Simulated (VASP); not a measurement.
Set up this calculation in VASP 6.6.1, as the native input.

```yaml
Task: relaxation of cell and atoms
Functional: r2SCAN
Potentials_or_basis: VASP PAW PBE potentials, release 64 (Tl_d, Cl)
Cutoff: 550 eV
k_mesh: 6 × 6 × 6
Occupations: gaussian, width 0.01 eV
Spin: no spin polarisation
Target_pressure: 2 GPa
Dipole_correction: no
Further_INCAR_settings: ALGO = Normal; EDIFF = 1e-07; IBRION = 2; EDIFFG = -0.002; NSW = 100; ISIF = 3
```

The system is TlCl.

```
CELL_PARAMETERS angstrom
3.83701 0.00000 0.00000
0.00000 3.83701 0.00000
0.00000 0.00000 3.83701
ATOMIC_POSITIONS crystal
Tl 0.00000 0.00000 0.00000
Cl 0.50000 0.50000 0.50000
```

The input as run:

POSCAR

```
TlCl
1.0
    3.8370137808      0.0000000000      0.0000000000
    0.0000000000      3.8370137808      0.0000000000
    0.0000000000      0.0000000000      3.8370137808
Tl Cl
1 1
Direct
    0.0000000000      0.0000000000      0.0000000000
    0.5000000000      0.5000000000      0.5000000000
```

INCAR.step1

```
PREC = Accurate
ENCUT = 550
ISMEAR = 0
SIGMA = 0.01
LREAL = F
LASPH = T
NELM = 120
GGA = PE
ALGO = Normal
EDIFF = 1E-5
LWAVE = T
LCHARG = F
GGA_COMPAT = F
IBRION = 2
ISIF = 3
EDIFFG = -0.005
NELMIN = 4
NSW = 100
```

INCAR.step2

```
PREC = Accurate
ENCUT = 550
EDIFF = 1E-7
ISMEAR = 0
SIGMA = 0.01
LREAL = F
LASPH = T
NELM = 120
ALGO = Normal
ISIF = 3
LWAVE = F
LCHARG = F
METAGGA = R2SCAN
LMIXTAU = T
IBRION = 2
NSW = 100
EDIFFG = -0.002
PSTRESS = 20.0
ISTART = 1
GGA_COMPAT = F
NELMIN = 4
```

KPOINTS

```
regular mesh
0
Gamma
  6 6 6
```

Potentials or basis: VASP PAW PBE potentials, release 64 (Tl_d, Cl).

Command:

```console
$ cat potpaw_PBE.64/Tl_d/POTCAR potpaw_PBE.64/Cl/POTCAR > POTCAR
$ cp INCAR.step1 INCAR
$ mpirun -np 1 vasp_std > vasp.out
$ cp INCAR.step2 INCAR
$ mpirun -np 1 vasp_std > vasp.out
```

Results of the run:

```json
{
  "Relaxed volume": "26.59 Å³/atom",
  "Relaxed cell": "a = 3.760 Å, b = 3.760 Å, c = 3.760 Å, α = 90.00°, β = 90.00°, γ = 90.00°",
  "Space group after relaxing (to 0.05 Å)": "Pm-3m (No. 221)",
  "Energy change on relaxing (the enthalpy is what falls)": "+9.6 meV/atom",
  "Ionic steps": "5",
  "Pressure after relaxing": "2.0 GPa",
  "Band gap on the k mesh": "2.36 eV, direct"
}
```

Caveat: the cell is relaxed towards a set pressure, so the enthalpy falls and the energy may rise; the PAW data sets were made with another functional, which shifts forces and pressure a little; spin-orbit coupling is left out, which moves the levels of the heavy elements.

Wall time 3 min on 1 thread of Intel(R) Xeon(R) 6975P-C (Granite Rapids), on a shared host, peak memory 0.18 GiB.
